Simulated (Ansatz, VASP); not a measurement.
**One calculation of SrO, two programs**

The input INCAR:

```
SYSTEM = SrO
PREC = Accurate ; ENCUT = 520
EDIFF = 1E-7 ; ISMEAR = 0
SIGMA = 0.05 ; LREAL = .FALSE.
LASPH = .TRUE. ; NELM = 60
ALGO = Normal ; ISIF = 2
LWAVE = .FALSE. ; LCHARG = .FALSE.
GGA = CA ; NBANDS = 24
```

Contents of KPOINTS:

```
Automatic mesh
0
G
  8 8 10
  0 0 0
```

Contents of POSCAR:

```
SrO
1.0
    4.4863742577      0.0000000000      0.0000000000
    0.0000000000      4.4863742577      0.0000000000
    0.0000000000      0.0000000000      3.5966252849
Sr O
2 2
Direct
    0.5000000000      0.0000000000      0.2703680608
    0.0000000000      0.5000000000      0.7296319392
    0.0000000000      0.0000000000      0.0000000000
    0.5000000000      0.5000000000      0.0000000000
```

Input for Ansatz:

```yaml
crystal:
  lattice:
    - [4.4863742577, 0.0, 0.0]
    - [0.0, 4.4863742577, 0.0]
    - [0.0, 0.0, 3.5966252849]
  atoms:
    - { symbol: Sr, position: [0.5, 0.0, 0.2703680608] }
    - { symbol: Sr, position: [0.0, 0.5, 0.7296319392] }
    - { symbol: O, position: [0.0, 0.0, 0.0] }
    - { symbol: O, position: [0.5, 0.5, 0.0] }
basis:
  ecutwfc: 420
  ecutrho_ratio: 4
kpoints:
  mp_grid: { grid: [8, 8, 10] }
hamiltonian:
  xc: lda
scf:
  occupations: { method: gaussian, width: 0.05 }
output:
  forces: true
  stress: true
  eigenvalues: true
  populations: true
```

Alike in both runs: task single point; functional LDA; k mesh 8 × 8 × 10; occupations gaussian, width 0.05 eV; no spin polarisation.

|  | VASP | Ansatz |
| --- | --- | --- |
| version | VASP 6.6.1 | Ansatz 0.2.0 |
| potentials or method | VASP PAW LDA potentials, release 64 (Sr_sv, O), cutoff 520 eV | scalar-relativistic, plane waves, PAW |
| valence electrons in the cell | 32 | 32 |

Ansatz gave:

* gap on the k mesh at the Fermi level (eV): 2.33
* least direct gap on the mesh (eV): 2.41
* pressure (GPa): -6.3
* traceless stress, the component that is largest in VASP (GPa): 1.37
* rms of the force components (eV/Å): 0.111

Q: Estimate VASP's values.

A: gap on the k mesh at the Fermi level (eV): 2.34; least direct gap on the mesh (eV): 2.41; pressure (GPa): -5.6; traceless stress, the component that is largest in VASP (GPa): 1.10; rms of the force components (eV/Å): 0.078.

LDA's correlation is that of Perdew and Zunger in VASP and of Perdew and Wang (1992) in Ansatz. Atom by atom the forces differ by 0.032 eV/Å (rms over components).
